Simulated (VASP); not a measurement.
Runs of VASP 6.6.1 on ZnAg2. The structure is that of space group Fd-3m (No. 227), or close to it. The cells are those of the table. 

```csv
task,cell,k mesh,cutoff (eV),gap on the mesh (eV),pressure (GPa),relaxed volume (Å³/atom)
relaxation of cell and atoms,"relaxed from a = 5.333 Å, angles 60.0°, 6 atoms",4 × 4 × 4,600,none,0.0,19.36
single point,"a = 5.333 Å, angles 60.0°, 6 atoms",4 × 4 × 4,520,none,6.3,-
single point,"a = 5.471 Å, angles 60.0°, 6 atoms",8 × 8 × 8,520,none,-0.1,-
single point,"a = 5.484 Å, angles 60.0°, 6 atoms",4 × 4 × 4,520,none,(a),-
relaxation of cell and atoms,"relaxed from a = 5.484 Å, angles 60.0°, 6 atoms",8 × 8 × 8,600,none,0.0,(b)
```

Alike in all rows: level PBE; potentials or basis VASP PAW PBE potentials, release 64 (Zn, Ag); no spin polarisation; smearing gaussian 0.1 eV.

Task: Estimate the missing entries.

Result: (a) -0.2; (b) 19.28.

Caveats: some runs use coarse meshes.

A k mesh can miss the band edges, and the runs leave out spin-orbit coupling on Ag.

A gap of «none» marks levels without a gap at the run's occupations.
